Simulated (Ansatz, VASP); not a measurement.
**Ge in VASP and in Ansatz**

```
CELL_PARAMETERS angstrom
-2.50155 2.45617 1.17777
2.58391 -2.62860 1.63894
2.57211 2.69504 -1.49587
ATOMIC_POSITIONS crystal
Ge 0.19604 0.96843 0.26158
Ge 0.80396 0.03157 0.73842
```

Alike in both runs: task single point; functional PBE; k mesh 16 × 14 × 10; occupations gaussian, width 0.1 eV; no spin polarisation.

|  | VASP | Ansatz |
| --- | --- | --- |
| version | VASP 6.6.1 | Ansatz 0.2.0 |
| potentials or method | VASP PAW PBE potentials, release 64 (Ge_d), cutoff 520 eV | scalar-relativistic, plane waves, PAW |
| valence electrons in the cell | 28 | 28 |

VASP gave:

| Property | Result |
| --- | --- |
| gap on the k mesh at the Fermi level (eV) | none |
| pressure (GPa) | 4.5 |
| traceless stress, the component that is largest in VASP (GPa) | 4.34 |
| rms of the force components (eV/Å) | 0.234 |

Q: Estimate Ansatz's values.

A: gap on the k mesh at the Fermi level (eV): none; pressure (GPa): 4.6; traceless stress, the component that is largest in VASP (GPa): 4.34; rms of the force components (eV/Å): 0.233.

Atom by atom the forces differ by 0.001 eV/Å (rms over components). A gap of «none» marks a metal or a gap that the smearing closes. The functional is the same, so the differences come from potentials, cutoffs and numerics.
